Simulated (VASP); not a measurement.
Write the native input for VASP 6.6.1 that does the following.

| Property | Result |
| --- | --- |
| Task | single point |
| Functional | PBEsol |
| Potentials or basis | VASP PAW PBE potentials, release 64 (Mg, S) |
| Cutoff | 520 eV |
| k mesh | 8 × 8 × 8 |
| Occupations | gaussian, width 0.01 eV |
| Spin | no spin polarisation |
| Dipole correction | no |
| Further INCAR settings | ALGO = Normal; EDIFF = 1e-07; NBANDS = 11 |

The structure of MgS lies in POSCAR:

```
MgS
1.0
    2.5650514106      2.5650514106      0.0000000000
   -2.5650514106      2.5650514106      0.0000000000
    0.0000000000      2.5650514106      2.6058036185
Mg S
1 1
Direct
    0.0000000000      0.0000000000      0.0000000000
    0.5000000000      0.5000000000      0.0000000000
```

This cell differs from its parent crystal: film at in-plane strain -0.01.

The input as run:

INCAR

```
PREC     = Accurate       # precision mode
ENCUT    = 520            # plane-wave cutoff, eV
EDIFF    = 1E-7           # SCF threshold, eV
ISMEAR   = 0              # smearing method
SIGMA    = 0.01           # smearing width, eV
LREAL    = False          # projectors in reciprocal space
LASPH    = True           # aspherical terms in the spheres
NELM     = 80             # most SCF steps
ALGO     = Normal         # electronic algorithm
ISIF     = 2              # what is computed and relaxed
LWAVE    = False          # write WAVECAR
LCHARG   = False          # write CHGCAR
GGA      = PS             # functional
NBANDS   = 11             # bands
```

KPOINTS

```
Automatic mesh
0
Gamma
  8 8 8
```

Potentials or basis: VASP PAW PBE potentials, release 64 (Mg, S).

Launch:

```sh
$ cat potpaw_PBE.64/Mg/POTCAR potpaw_PBE.64/S/POTCAR > POTCAR
$ mpirun -np 1 vasp_std > vasp.out
```

Results of the run:

```json
{
 "Pressure": "1.0 GPa",
 "Band gap on the k mesh": "2.69 eV, indirect (least direct gap 3.76 eV)"
}
```

Caveat: the cell differs from its parent crystal (film at in-plane strain -0.01); the PAW data sets were made with another functional, which shifts forces and pressure a little.

It took 14 s on 1 thread of Intel(R) Xeon(R) 6975P-C (Granite Rapids), with other jobs on the host, peak memory 0.16 GiB.
